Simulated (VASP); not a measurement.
Set up this calculation in VASP 6.6.1, as the native input.

```
Task                   : single point
Functional             : PBE
Potentials or basis    : VASP PAW PBE potentials, release 64 (Cd, O)
Cutoff                 : 600 eV
k mesh                 : 4 × 4 × 3
Occupations            : gaussian, width 0.2 eV
Spin                   : no spin polarisation
Dipole correction      : no
Further INCAR settings : ALGO = Normal; EDIFF = 1e-06; NBANDS = 32
```

The structure of Cd3O2 lies in POSCAR:

```
Cd3O2
1.0
    5.4128400924      0.0000000034      0.0000000000
   -2.7064200491      4.6876570249      0.0000000000
    0.0000000000      0.0000000000      3.0589936197
Cd O
3 2
Direct
    0.6894897168      0.0000000000      0.0000000000
    0.0000000000      0.6894897168      0.0000000000
    0.3105102832      0.3105102832      0.0000000000
    0.3333333333      0.6666666667      0.5000000000
    0.6666666667      0.3333333333      0.5000000000
```

The input as run:

INCAR

```
SYSTEM = Cd3O2
PREC     = Accurate       ! precision mode
ENCUT    = 600            ! plane-wave cutoff, eV
EDIFF    = 1E-6           ! SCF threshold, eV
ISMEAR   = 0              ! smearing method
SIGMA    = 0.2            ! smearing width, eV
LREAL    = .False.        ! projectors in reciprocal space
LASPH    = .True.         ! aspherical terms in the spheres
NELM     = 120            ! most SCF steps
ALGO     = Normal         ! electronic algorithm
ISIF     = 2              ! what is computed and relaxed
LWAVE    = .False.        ! write WAVECAR
LCHARG   = .False.        ! write CHGCAR
GGA      = PE             ! functional
NBANDS   = 32             ! bands
GGA_COMPAT= .False.
```

KPOINTS

```
regular mesh
0
Gamma
  4 4 3
  0 0 0
```

Potentials or basis: VASP PAW PBE potentials, release 64 (Cd, O).

Launch:

```sh
$ cat potpaw_PBE.64/Cd/POTCAR potpaw_PBE.64/O/POTCAR > POTCAR
$ mpirun -np 1 vasp_std > vasp.out
```

It gave:

- Pressure: 0.8 GPa
- Largest force: 0.040 eV/Å
- Band gap on the k mesh: 0.52 eV, indirect (least direct gap 1.13 eV)

Caveat: the k points lie up to 0.68 Å⁻¹ apart.

It took 14 s on 1 thread of Intel(R) Xeon(R) 6975P-C (Granite Rapids), on a shared host, peak memory 0.22 GiB.
